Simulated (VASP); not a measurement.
# Lu (Im-3m) in VASP: notebook

Runs on Lu. Level: PBE. Tasks: electric field gradients.

Program: VASP 6.6.1. These are calculated values, not measurements. Logs are shortened: lines on timing, memory, paths and dates and some standing lists are left out, and cuts for length are marked.

### Step 1. The cell of the first run

Symmetry: Im-3m, No. 229, cubic system. Conventional cell: a = 3.875 Å, b = 3.875 Å, c = 3.875 Å, α = 90.00°, β = 90.00°, γ = 90.00°. Lu (site symmetry m-3m) has 14 Lu at 3.36 to 3.88 Å within 4.4 Å.

### Step 2. Electric field gradients, PBE (volume scaled by 0.975)

File INCAR:

```
PREC = Accurate ; ENCUT = 520
EDIFF = 1E-8 ; ISMEAR = -1
SIGMA = 0.05 ; LREAL = False
LASPH = True ; NELM = 60
ALGO = Normal ; ISIF = 2
LWAVE = False ; LCHARG = False
GGA = PE ; LEFG = True
NBANDS = 18
```

File KPOINTS:

```
regular mesh
0
Gamma
  15 15 15
```

File POSCAR:

```
Lu
1.0
   -1.9376852643      1.9376852643      1.9376852643
    1.9376852643     -1.9376852643      1.9376852643
    1.9376852643      1.9376852643     -1.9376852643
Lu
1
Direct
    0.0000000000      0.0000000000      0.0000000000
```

Potentials or basis: VASP PAW PBE potentials, release 64 (Lu).

The run is started by

```bash
cat potpaw_PBE.64/Lu/POTCAR > POTCAR
mpirun -np 1 vasp_std > vasp.out
```

OUTCAR:

```text
PREC = Accurate
   ENCUT = 520
   EDIFF = 1E-8
   ISMEAR = -1
   LREAL = False
   LASPH = True
   NELM = 60
   ISIF = 2
   GGA = PE

 ion  position               nearest neighbor table
   1  0.000  0.000  0.000-

  LATTYP: Found a body centered cubic cell.
 ALAT       =     3.8753705286

  Lattice vectors:

 A1 = (  -1.9376852643,   1.9376852643,   1.9376852643)
 A2 = (   1.9376852643,  -1.9376852643,   1.9376852643)
 A3 = (   1.9376852643,   1.9376852643,  -1.9376852643)

Analysis of symmetry for initial positions (statically):
=====================================================================
 Subroutine PRICEL returns:
 Original cell was already a primitive cell.

 Routine SETGRP: Setting up the symmetry group for a
 body centered cubic supercell.

 Subroutine GETGRP returns: Found 48 space group operations
 (whereof 48 operations were pure point group operations)
 out of a pool of 48 trial point group operations.

The static configuration has the point symmetry O_h .

Analysis of symmetry for dynamics (positions and initial velocities):
=====================================================================
 Subroutine PRICEL returns:
 Original cell was already a primitive cell.

 Routine SETGRP: Setting up the symmetry group for a
 body centered cubic supercell.

 Subroutine GETGRP returns: Found 48 space group operations
 (whereof 48 operations were pure point group operations)
 out of a pool of 48 trial point group operations.

The dynamic configuration has the point symmetry O_h .

 Subroutine INISYM returns: Found 48 space group operations
 (whereof 48 operations are pure point group operations),
 and found     1 'primitive' translations

----------------------------------------------------------------------------------------

                                     Primitive cell

  volume of cell :      29.1011

  direct lattice vectors                    reciprocal lattice vectors
    -1.937685264  1.937685264  1.937685264     0.000000000  0.258039842  0.258039842
     1.937685264 -1.937685264  1.937685264     0.258039842  0.000000000  0.258039842
     1.937685264  1.937685264 -1.937685264     0.258039842  0.258039842  0.000000000

  length of vectors
[... 105 lines left out ...]
   GGA     = PE    functional components
   LHFCALC =     F    Hartree Fock is set to
   AEXX    =    0.0000 exact exchange contribution
   IVDW    =     0    specifies the selected vdW correction
   LEPSILON=     F    determine dielectric tensor
   LRPA    =     F    only Hartree local field effects (RPA)
 non-spin polarized calculation
  energy-cutoff  :      520.00
  volume of cell :       29.10
 maximum number of plane-waves:       802
 NGX is ok and might be reduce to    28
   NGX = 13   NGY = 13   NGZ = 13

 number of electron      24.9999992 magnetization

 Free energy of the ion-electron system (eV)
  ---------------------------------------------------
  ext. energy  EPLUGINS =         0.00000000
  ---------------------------------------------------
  free energy    TOTEN  =        -4.38768336 eV

  energy without entropy =       -4.36905953  energy(sigma->0) =       -4.37837145

 E-fermi :   2.3829     XC(G=0): -10.6758

 val. band max:        2.3778836526   @ k =   0.3333   0.1333   0.1333
 cond. band min:       2.4019038323   @ k =   0.2667   0.2000  -0.0000
 fundamental gap:      0.0240201796
 Fermi energy:         2.3828915502

 k-point     1 :       0.0000    0.0000    0.0000
  band No.  band energies     occupation
      1     -54.0202      2.00000
      2     -24.4376      2.00000
      3     -24.4376      2.00000
      4     -24.4376      2.00000
      5      -3.7836      2.00000
      6      -2.7831      2.00000
[... 481 lines left out ...]
      5      -2.7675      2.00000
      6      -2.7585      2.00000
[... 10 lines left out ...]
     17       9.3665      0.00000
     18      10.2894      0.00000

 [... further k-points ...]
[... 5 lines left out ...]
  --------------------------------------------------------------------------------------
  -------------------------------------------------------------------------------------
  Total        0.1641381      0.1641381      0.1641381      0.0000000     -0.0000000     -0.0000000
  in kB        9.0367080      9.0367080      9.0367080      0.0000000     -0.0000000     -0.0000000
  external PRESSURE =       9.0367080 kB  Pullay stress =       0.0000000 kB

 VOLUME and BASIS-vectors are now :
 -----------------------------------------------------------------------------
  energy-cutoff  :      520.00
  volume of cell :       29.10
      direct lattice vectors                 reciprocal lattice vectors
    -1.937685264  1.937685264  1.937685264     0.000000000  0.258039842  0.258039842
     1.937685264 -1.937685264  1.937685264     0.258039842  0.000000000  0.258039842
     1.937685264  1.937685264 -1.937685264     0.258039842  0.258039842  0.000000000

 POSITION                                       TOTAL-FORCE (eV/Angst)
 -----------------------------------------------------------------------------------
      0.00000      0.00000      0.00000        -0.000000      0.000000     -0.000000
 -----------------------------------------------------------------------------------
    total drift:                                0.000000     -0.000000     -0.000000

  FREE ENERGIE OF THE ION-ELECTRON SYSTEM (eV)
  ---------------------------------------------------
  free  energy   TOTEN  =        -4.3876833627 eV

  energy  without entropy=       -4.3690595347  energy(sigma->0) =       -4.37837145

 Electric field gradients (V/A^2)
---------------------------------------------------------------------
 ion       V_xx      V_yy      V_zz      V_xy      V_xz      V_yz
---------------------------------------------------------------------
   1       0.000    -0.000    -0.000     0.002     0.002     0.002
---------------------------------------------------------------------

 Electric field gradients after diagonalization (V/A^2)
 (convention: |V_zz| > |V_xx| > |V_yy|)
----------------------------------------------------------------------
 ion       V_xx      V_yy      V_zz     asymmetry (V_yy - V_xx)/ V_zz
----------------------------------------------------------------------
   1      -0.002    -0.002     0.004       0.000
----------------------------------------------------------------------

           NMR quadrupolar parameters

 Cq : quadrupolar parameter    Cq=e*Q*V_zz/h
 eta: asymmetry parameters     (V_yy - V_xx)/ V_zz
 Q  : nuclear electric quadrupole moment in mb (millibarn)
----------------------------------------------------------------------
 ion       Cq(MHz)       eta       Q (mb)
----------------------------------------------------------------------
   1       0.000       0.000       1.000
----------------------------------------------------------------------
```

stdout:

```text
POSCAR found type information on POSCAR Lu
 POSCAR found :  1 types and       1 ions
 scaLAPACK will be used
 LDA part: xc-table for (Slater+PW92), standard interpolation
 POSCAR, INCAR and KPOINTS ok, starting setup
 FFT: planning ... GRIDC
 FFT: planning ... GRID_SOFT
 FFT: planning ... GRID
 WAVECAR not read
 entering main loop
ion   1
```

Wall time 53 s (1 thread of Intel Xeon Platinum 8488C (Sapphire Rapids), shared host); peak memory 0.21 GiB.

What came out:

| Item | Value |
| --- | --- |
| Free energy | -4.3877 eV |
| Pressure | 0.9 GPa |

Caveat: the cell differs from its parent crystal (volume scaled by 0.975); without QUAD_EFG the Cq values of the log hold for a quadrupole moment of 1 mb, not for the nuclei; spin-orbit coupling is left out, which moves the levels of the heavy elements.

### Step 3. Electric field gradients, PBE

This run uses another cell than the first one, of 29.85 Å³/atom, 1.026 times its volume.

File INCAR:

```
PREC = Accurate ; ENCUT = 520
EDIFF = 1E-8 ; ISMEAR = -1
SIGMA = 0.05 ; LREAL = F
LASPH = T ; NELM = 100
ALGO = Normal ; ISIF = 2
LWAVE = F ; LCHARG = F
GGA = PE ; LEFG = T
NBANDS = 18
```

File KPOINTS:

```
Automatic mesh
0
Gamma
  15 15 15
```

File POSCAR:

```
Lu
1.0
   -1.9541071088      1.9541071088      1.9541071088
    1.9541071088     -1.9541071088      1.9541071088
    1.9541071088      1.9541071088     -1.9541071088
Lu
1
Direct
    0.0000000000      0.0000000000      0.0000000000
```

Potentials or basis: VASP PAW PBE potentials, release 64 (Lu).

The run is started by

```bash
cat potpaw_PBE.64/Lu/POTCAR > POTCAR
mpirun -np 1 vasp_std > vasp.out
```

OUTCAR:

```text
PREC = Accurate
   ENCUT = 520
   EDIFF = 1E-8
   ISMEAR = -1
   LREAL = F
   LASPH = T
   NELM = 100
   ISIF = 2
   GGA = PE

 ion  position               nearest neighbor table
   1  0.000  0.000  0.000-

  LATTYP: Found a body centered cubic cell.
 ALAT       =     3.9082142176

  Lattice vectors:

 A1 = (  -1.9541071088,   1.9541071088,   1.9541071088)
 A2 = (   1.9541071088,  -1.9541071088,   1.9541071088)
 A3 = (   1.9541071088,   1.9541071088,  -1.9541071088)

Analysis of symmetry for initial positions (statically):
=====================================================================
 Subroutine PRICEL returns:
 Original cell was already a primitive cell.

 Routine SETGRP: Setting up the symmetry group for a
 body centered cubic supercell.
[... 685 lines left out ...]
  in kB       -2.1997337     -2.1997337     -2.1997337      0.0000000      0.0000000     -0.0000000
  external PRESSURE =      -2.1997337 kB  Pullay stress =       0.0000000 kB

 VOLUME and BASIS-vectors are now :
 -----------------------------------------------------------------------------
  energy-cutoff  :      520.00
  volume of cell :       29.85
      direct lattice vectors                 reciprocal lattice vectors
    -1.954107109  1.954107109  1.954107109     0.000000000  0.255871338  0.255871338
     1.954107109 -1.954107109  1.954107109     0.255871338  0.000000000  0.255871338
     1.954107109  1.954107109 -1.954107109     0.255871338  0.255871338  0.000000000

 POSITION                                       TOTAL-FORCE (eV/Angst)
 -----------------------------------------------------------------------------------
      0.00000      0.00000      0.00000         0.000000     -0.000000      0.000000
 -----------------------------------------------------------------------------------
    total drift:                               -0.000000     -0.000000     -0.000000

  FREE ENERGIE OF THE ION-ELECTRON SYSTEM (eV)
  ---------------------------------------------------
  free  energy   TOTEN  =        -4.3895019167 eV

  energy  without entropy=       -4.3705244522  energy(sigma->0) =       -4.38001318

 Electric field gradients (V/A^2)
---------------------------------------------------------------------
 ion       V_xx      V_yy      V_zz      V_xy      V_xz      V_yz
---------------------------------------------------------------------
   1      -0.000    -0.000    -0.000     0.002     0.002     0.002
---------------------------------------------------------------------

 Electric field gradients after diagonalization (V/A^2)
 (convention: |V_zz| > |V_xx| > |V_yy|)
----------------------------------------------------------------------
 ion       V_xx      V_yy      V_zz     asymmetry (V_yy - V_xx)/ V_zz
----------------------------------------------------------------------
   1      -0.002    -0.002     0.004       0.000
----------------------------------------------------------------------

           NMR quadrupolar parameters

 Cq : quadrupolar parameter    Cq=e*Q*V_zz/h
 eta: asymmetry parameters     (V_yy - V_xx)/ V_zz
 Q  : nuclear electric quadrupole moment in mb (millibarn)
----------------------------------------------------------------------
 ion       Cq(MHz)       eta       Q (mb)
----------------------------------------------------------------------
   1       0.000       0.000       1.000
----------------------------------------------------------------------
```

stdout:

```text
POSCAR found type information on POSCAR Lu
 POSCAR found :  1 types and       1 ions
 scaLAPACK will be used
 LDA part: xc-table for (Slater+PW92), standard interpolation
 POSCAR, INCAR and KPOINTS ok, starting setup
 FFT: planning ... GRIDC
 FFT: planning ... GRID_SOFT
 FFT: planning ... GRID
 WAVECAR not read
 entering main loop
ion   1
```

Run time: 48 s. Hardware: 1 thread of Intel Xeon Platinum 8488C (Sapphire Rapids), shared host; peak memory 0.21 GiB.

Results:

```yaml
Free_energy: -4.3895 eV
Pressure: -0.2 GPa
```

Levels at points of the mesh, in eV from the Fermi level:
| k point | band 9 | band 10 | band 11 | band 12 | band 13 | band 14 | band 15 | band 16 |
| --- | --- | --- | --- | --- | --- | --- | --- | --- |
| (0.00, 0.00, 0.00) | -5.12 | -5.12 | -5.12 | -5.10 | 2.10 | 2.10 | 2.10 | 4.28 |

Caveat: without QUAD_EFG the Cq values of the log hold for a quadrupole moment of 1 mb, not for the nuclei; spin-orbit coupling is left out, which moves the levels of the heavy elements.
